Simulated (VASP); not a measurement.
# NbAu (P6/mmm) in VASP: single point with PBE

Aim: the single point of NbAu with PBE.

Program: VASP 6.6.1. These are calculated values, not measurements. Logs are shortened: lines on timing, memory, paths and dates and some standing lists are left out, and cuts for length are marked.

### 1 The cell of the first run

It takes space group P6/mmm (No. 191, hexagonal). The conventional cell has a = 5.583 Å, b = 5.583 Å, c = 4.801 Å, α = 90.00°, β = 90.00°, γ = 120.00°. Nb (site symmetry mmm) has 4 Nb at 2.79 Å and 6 Au at 2.79 to 2.89 Å within 3.7 Å. Within 3.7 Å of Au (site symmetry 6/mmm) lie 6 Nb at 2.79 Å. Au (site symmetry -6m2) has 6 Nb at 2.89 Å and 3 Au at 3.22 Å within 3.8 Å.

### 2 Single point, PBE

Input file INCAR:

```
  PREC = Accurate
  ENCUT = 520
  EDIFF = 1E-7
  ISMEAR = 0
  SIGMA = 0.1
  LREAL = False
  LASPH = True
  NELM = 100
  ALGO = Fast
  ISIF = 2
  LWAVE = False
  LCHARG = True
  GGA = PE
  LELF = True
  LVHAR = True
  NBANDS = 45
```

Input file KPOINTS:

```
regular mesh
0
Gamma
  12 12 8
```

Input file POSCAR:

```
NbAu
1.0
    5.5828938467      0.0000000000      0.0000000000
   -2.7914469234      4.8349278979      0.0000000000
    0.0000000000      0.0000000000      4.8013636053
Nb Au
3 3
Direct
    0.5000000000      0.0000000000      0.0000000000
    0.5000000000      0.5000000000      0.0000000000
    0.0000000000      0.5000000000      0.0000000000
    0.0000000000      0.0000000000      0.0000000000
    0.3333333333      0.6666666667      0.5000000000
    0.6666666667      0.3333333333      0.5000000000
```

Potentials or basis: VASP PAW PBE potentials, release 64 (Nb_sv, Au).

Started as:

```bash
> cat potpaw_PBE.64/Nb_sv/POTCAR potpaw_PBE.64/Au/POTCAR > POTCAR
> mpirun -np 1 vasp_std > vasp.out
```

OUTCAR:

```text
PREC = Accurate
   ENCUT = 520
   EDIFF = 1E-7
   ISMEAR = 0
   LREAL = False
   LASPH = True
   NELM = 100
   ISIF = 2
   GGA = PE

 ion  position               nearest neighbor table
   1  0.500  0.000  0.000-   3 2.79   3 2.79   4 2.79   4 2.79   2 2.79   2 2.79   6 2.89   5 2.89
                             6 2.89   5 2.89
   2  0.500  0.500  0.000-   4 2.79   4 2.79   3 2.79   3 2.79   1 2.79   1 2.79   6 2.89   5 2.89
                             6 2.89   5 2.89
   3  0.000  0.500  0.000-   1 2.79   1 2.79   2 2.79   2 2.79   4 2.79   4 2.79   6 2.89   5 2.89
                             6 2.89   5 2.89
   4  0.000  0.000  0.000-   2 2.79   2 2.79   1 2.79   1 2.79   3 2.79   3 2.79
   5  0.333  0.667  0.500-   3 2.89   3 2.89   1 2.89   1 2.89   2 2.89   2 2.89   6 3.22   6 3.22
                             6 3.22
   6  0.667  0.333  0.500-   3 2.89   3 2.89   1 2.89   1 2.89   2 2.89   2 2.89   5 3.22   5 3.22
                             5 3.22

  LATTYP: Found a hexagonal cell.
 ALAT       =     5.5828938467
 C/A-ratio  =     0.8600134155

  Lattice vectors:

 A1 = (   5.5828938467,   0.0000000000,   0.0000000000)
 A2 = (  -2.7914469234,   4.8349278979,   0.0000000000)
 A3 = (   0.0000000000,   0.0000000000,   4.8013636053)

Analysis of symmetry for initial positions (statically):
=====================================================================
 Subroutine PRICEL returns:
 Original cell was already a primitive cell.

 Routine SETGRP: Setting up the symmetry group for a
 hexagonal supercell.

 Subroutine GETGRP returns: Found 24 space group operations
 (whereof 24 operations were pure point group operations)
 out of a pool of 24 trial point group operations.

The static configuration has the point symmetry D_6h.

Analysis of symmetry for dynamics (positions and initial velocities):
=====================================================================
 Subroutine PRICEL returns:
 Original cell was already a primitive cell.

 Routine SETGRP: Setting up the symmetry group for a
 hexagonal supercell.

 Subroutine GETGRP returns: Found 24 space group operations
 (whereof 24 operations were pure point group operations)
 out of a pool of 24 trial point group operations.

The dynamic configuration has the point symmetry D_6h.

 Subroutine INISYM returns: Found 24 space group operations
 (whereof 24 operations are pure point group operations),
 and found     1 'primitive' translations

----------------------------------------------------------------------------------------

                                     Primitive cell

  volume of cell :     129.6027

  direct lattice vectors                    reciprocal lattice vectors
     5.582893847  0.000000000  0.000000000     0.179118577  0.103414159  0.000000000
    -2.791446923  4.834927898  0.000000000     0.000000000  0.206828317  0.000000000
     0.000000000  0.000000000  4.801363605     0.000000000  0.000000000  0.208274166

  length of vectors
     5.582893847  5.582893847  4.801363605     0.206828317  0.206828317  0.208274166

  position of ions in fractional coordinates (direct lattice)
     0.500000000  0.000000000  0.000000000
     0.500000000  0.500000000  0.000000000
     0.000000000  0.500000000  0.000000000
     0.000000000  0.000000000  0.000000000
     0.333333333  0.666666667  0.500000000
     0.666666667  0.333333333  0.500000000

  ion indices of the primitive-cell ions
   primitive index   ion index
                 1           1
                 2           2
                 3           3
                 4           4
                 5           5
                 6           6

----------------------------------------------------------------------------------------

 KPOINTS: regular mesh

Automatic generation of k-mesh.
 Grid dimensions read from file:
 generate k-points for:   12   12    8

 Generating k-lattice:

  Cartesian coordinates                     Fractional coordinates (reciprocal lattice)
     0.014926548  0.008617847  0.000000000     0.083333333  0.000000000  0.000000000
     0.000000000  0.017235693  0.000000000     0.000000000  0.083333333  0.000000000
     0.000000000  0.000000000  0.026034271     0.000000000  0.000000000  0.125000000

  Length of vectors
     0.017235693  0.017235693  0.026034271

  Shift w.r.t. Gamma in fractional coordinates (k-lattice)
     0.000000000  0.000000000  0.000000000

 Subroutine IBZKPT returns following result:
 ===========================================

 Found     95 irreducible k-points:

 Following reciprocal coordinates:
            Coordinates               Weight
  0.000000  0.000000  0.000000      1.000000
  0.083333  0.000000  0.000000      6.000000
  0.166667  0.000000  0.000000      6.000000
  0.250000  0.000000  0.000000      6.000000
  0.333333  0.000000  0.000000      6.000000
  0.416667  0.000000  0.000000      6.000000
[... 16 lines left out ...]
  0.250000  0.000000  0.125000     12.000000
  0.333333  0.000000  0.125000     12.000000
 [... further k-points ...]
   k-points           NKPTS =     95   k-points in BZ     NKDIM =     95   number of bands    NBANDS=     45
   number of dos      NEDOS =    301   number of ions     NIONS =      6
   total plane-waves  NPLWV =  63504
   dimension x,y,z NGX =    42 NGY =   42 NGZ =   36
   dimension x,y,z NGXF=    84 NGYF=   84 NGZF=   72
   ions per type =               3   3
   NGX,Y,Z   is equivalent  to a cutoff of  12.51, 12.51, 12.46 a.u.
   NGXF,Y,Z  is equivalent  to a cutoff of  25.01, 25.01, 24.93 a.u.
 SYSTEM =  unknown system
   PREC   = accura    normal or accurate (medium, high low for compatibility)
   ISTART =      0    job   : 0-new  1-cont  2-samecut
   ICHARG =      2    charge: 1-file 2-atom 10-const
   ISPIN  =      1    spin polarized calculation?
   LNONCOLLINEAR =      F non collinear calculations
   LSORBIT =      F    spin-orbit coupling
   LASPH  =      T    aspherical Exc in radial PAW
   ENCUT  =  520.0 eV  38.22 Ry    6.18 a.u.  10.38 10.38  8.93*2*pi/ulx,y,z
   NELM   =    100;   NELMIN=  2; NELMDL= -5     # of ELM steps
   EDIFF  = 0.1E-06   stopping-criterion for ELM
   LREAL  =      F    real-space projection
   EDIFFG = 0.1E-05   stopping-criterion for IOM
   NSW    =      0    number of steps for IOM
   IBRION =     -1    ionic relax: 0-MD 1-quasi-New 2-CG
   NFREE  =      0    steps in history (QN), initial steepest desc. (CG)
   ISIF   =      2    stress and relaxation
   ISYM   =      2    0-nonsym 1-usesym 2-fastsym
   POTIM  = 0.5000    time-step for ionic-motion
   TEBEG  =    0.0;   TEEND  =   0.0 temperature during run
   PSTRESS=    0.0 pullay stress
   NELECT =      72.0000    total number of electrons
   NUPDOWN=      -1.0000    fix difference up-down
   EMIN   =  10.00;   EMAX   =-10.00  energy-range for DOS
   EFERMI =   0.00;   METHOD = LEGACY
   ISMEAR =     0;   SIGMA  =   0.10  broadening in eV -4-tet -1-fermi 0-gaus
   EFERMI_NEDOS =   21; number of points for ismear=-14 and -15
   IALGO  =     68    algorithm
   IMIX   =      4    mixing-type and parameters
     AMIX     =   0.40;   BMIX     =  1.00
     AMIX_MAG =   1.60;   BMIX_MAG =  1.00
  volume/ion in A,a.u.               =      21.60       145.77
  Fermi-wavevector in a.u.,A,eV,Ry     =   1.345801  2.543196 24.642623  1.811182
  Thomas-Fermi vector in A             =   2.473685
   LORBIT       =      0    0 simple, 1 ext, 2 COOP (PROOUT), +10 PAW based schemes
   GGA     = PE    functional components
   LHFCALC =     F    Hartree Fock is set to
   AEXX    =    0.0000 exact exchange contribution
   IVDW    =     0    specifies the selected vdW correction
   LEPSILON=     F    determine dielectric tensor
   LRPA    =     F    only Hartree local field effects (RPA)
 non-spin polarized calculation
 RMM-DIIS sequential band-by-band and
 Gauss-broadening in eV      SIGMA  =   0.10
  energy-cutoff  :      520.00
  volume of cell :      129.60
 maximum number of plane-waves:      3522
 NGX is ok and might be reduce to    42
   NGX = 21   NGY = 21   NGZ = 17

 number of electron      72.0000000 magnetization

 Free energy of the ion-electron system (eV)
  ---------------------------------------------------
  ext. energy  EPLUGINS =         0.00000000
  ---------------------------------------------------
  free energy    TOTEN  =       -38.48835685 eV

  energy without entropy =      -38.46066574  energy(sigma->0) =      -38.47451130

 E-fermi :   7.6883     XC(G=0): -11.1760

 val. band max:        7.6875743610   @ k =   0.0833   0.0833   0.2500
 cond. band min:       7.6916106093   @ k =   0.2500   0.0833   0.1250
 fundamental gap:      0.0040362483
 Fermi energy:         7.6882769891

 k-point     1 :       0.0000    0.0000    0.0000
  band No.  band energies     occupation
      1     -47.3684      2.00000
      2     -47.1655      2.00000
      3     -47.1655      2.00000
      4     -24.0721      2.00000
      5     -23.6620      2.00000
      6     -23.6620      2.00000
[... 37 lines left out ...]
     44      11.2206      0.00000
     45      11.3123      0.00000

 k-point     2 :       0.0833    0.0000    0.0000
  band No.  band energies     occupation
      1     -47.3654      2.00000
      2     -47.1686      2.00000
      3     -47.1655      2.00000
      4     -24.0541      2.00000
      5     -23.6600      2.00000
      6     -23.6498      2.00000
[... 37 lines left out ...]
     44      11.1842      0.00000
     45      11.3951      0.00000

 k-point     3 :       0.1667    0.0000    0.0000
  band No.  band energies     occupation
      1     -47.3566      2.00000
      2     -47.1777      2.00000
      3     -47.1655      2.00000
      4     -24.0030      2.00000
      5     -23.6519      2.00000
      6     -23.6139      2.00000
[... 997 lines left out ...]
     44      11.2159      0.00000
     45      11.4977      0.00000

 k-point    24 :       0.3333    0.0000    0.1250
  band No.  band energies     occupation
      1     -47.3259      2.00000
      2     -47.2091      2.00000
      3     -47.1655      2.00000
      4     -23.8603      2.00000
      5     -23.5743      2.00000
      6     -23.4978      2.00000
[... 37 lines left out ...]
     44      10.9474      0.00000
     45      11.1304      0.00000

 [... further k-points ...]

------------------------ aborting loop because EDIFF is reached ----------------------------------------

  FORCE on cell =-STRESS in cart. coord.  units (eV):
  Direction    XX          YY          ZZ          XY          YZ          ZX
  --------------------------------------------------------------------------------------
  -------------------------------------------------------------------------------------
  Total       -0.2346170     -0.2346170     -0.2405330      0.0000000      0.0000000      0.0000000
  in kB       -2.9003878     -2.9003878     -2.9735234      0.0000000      0.0000000      0.0000000
  external PRESSURE =      -2.9247664 kB  Pullay stress =       0.0000000 kB

 VOLUME and BASIS-vectors are now :
 -----------------------------------------------------------------------------
  energy-cutoff  :      520.00
  volume of cell :      129.60
      direct lattice vectors                 reciprocal lattice vectors
     5.582893847  0.000000000  0.000000000     0.179118577  0.103414159  0.000000000
    -2.791446923  4.834927898  0.000000000     0.000000000  0.206828317  0.000000000
     0.000000000  0.000000000  4.801363605     0.000000000  0.000000000  0.208274166

 POSITION                                       TOTAL-FORCE (eV/Angst)
 -----------------------------------------------------------------------------------
      2.79145      0.00000      0.00000         0.000000      0.000000      0.000000
      1.39572      2.41746      0.00000        -0.000000      0.000000      0.000000
     -1.39572      2.41746      0.00000        -0.000000      0.000000      0.000000
      0.00000      0.00000      0.00000        -0.000000      0.000000      0.000000
     -0.00000      3.22329      2.40068         0.000000      0.000000      0.000000
      2.79145      1.61164      2.40068        -0.000000      0.000000      0.000000
 -----------------------------------------------------------------------------------
    total drift:                                0.000000     -0.000000     -0.000000

  FREE ENERGIE OF THE ION-ELECTRON SYSTEM (eV)
  ---------------------------------------------------
  free  energy   TOTEN  =       -38.4883568514 eV

  energy  without entropy=      -38.4606657416  energy(sigma->0) =      -38.47451130
```

It took 31 min on 1 thread of Intel Xeon Platinum 8259CL at 2.50GHz (Skylake/Cascade Lake), shared host; peak memory 0.55 GiB.

What came out:

```
Free energy            : -38.4884 eV
Pressure               : -0.3 GPa
Band gap on the k mesh : zero (bands 36 and 37 overlap by 1.18 eV)
```

Levels at points of the mesh, in eV from the Fermi level:
```
           k point  band 32  band 33  band 34  band 35  band 36  band 37  band 38  band 39  band 40  band 41
(0.00, 0.00, 0.00)    -1.24    -1.24     0.26     0.39     0.39     0.83     0.83     1.02     2.17     2.17
(0.50, 0.00, 0.00)    -1.83    -1.34    -1.14    -0.49    -0.24    -0.23     0.27     0.50     0.71     1.29
(0.00, 0.00, 0.50)    -1.00    -1.00    -0.71    -0.02    -0.02     2.39     2.59     2.89     2.89     2.91
(0.50, 0.00, 0.50)    -1.86    -1.08    -0.74    -0.59    -0.53     0.28     0.54     0.60     0.92     1.27
```

Caveat: spin-orbit coupling is left out, which moves the levels of the heavy elements.
